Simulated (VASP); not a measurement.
Here is a VASP 6.6.1 calculation.

Contents of INCAR:

```
PREC = Accurate
ENCUT = 520
EDIFF = 1E-6
ISMEAR = 0
SIGMA = 0.01
LREAL = F
LASPH = T
NELM = 60
ALGO = Normal
ISIF = 2
LWAVE = F
LCHARG = F
GGA = PE
NBANDS = 11
```

KPOINTS

```
Automatic mesh
0
Gamma
  6 6 6
```

The input POSCAR:

```
SiC
1.0
   -0.0169860927      2.1828467819      2.1828467819
    2.1828467819     -0.0169860927      2.1828467819
    2.1828467819      2.1828467819     -0.0169860927
Si C
1 1
Direct
   -0.0003253515     -0.0003253515     -0.0003253515
    0.2503253515      0.2503253515      0.2503253515
```

Potentials or basis: VASP PAW PBE potentials, release 64 (Si, C).

Launch:

```console
$ cat potpaw_PBE.64/Si/POTCAR potpaw_PBE.64/C/POTCAR > POTCAR
$ mpirun -np 1 vasp_std > vasp.out
```

Question: Predict the pressure.

Answer: -0.4 GPa.

Question: Predict the largest force.

Answer: 0.012 eV/Å.

Question: Estimate the band gap on the k mesh.

Answer: 1.29 eV, indirect (least direct gap 4.45 eV).

Forces on the atoms (eV/Å):
```
Si  -0.007 -0.007 -0.007
C    0.007  0.007  0.007
```

Caveat: the cell differs from its parent crystal (epitaxial 111 strain +1.0%). A k mesh can miss the band edges.
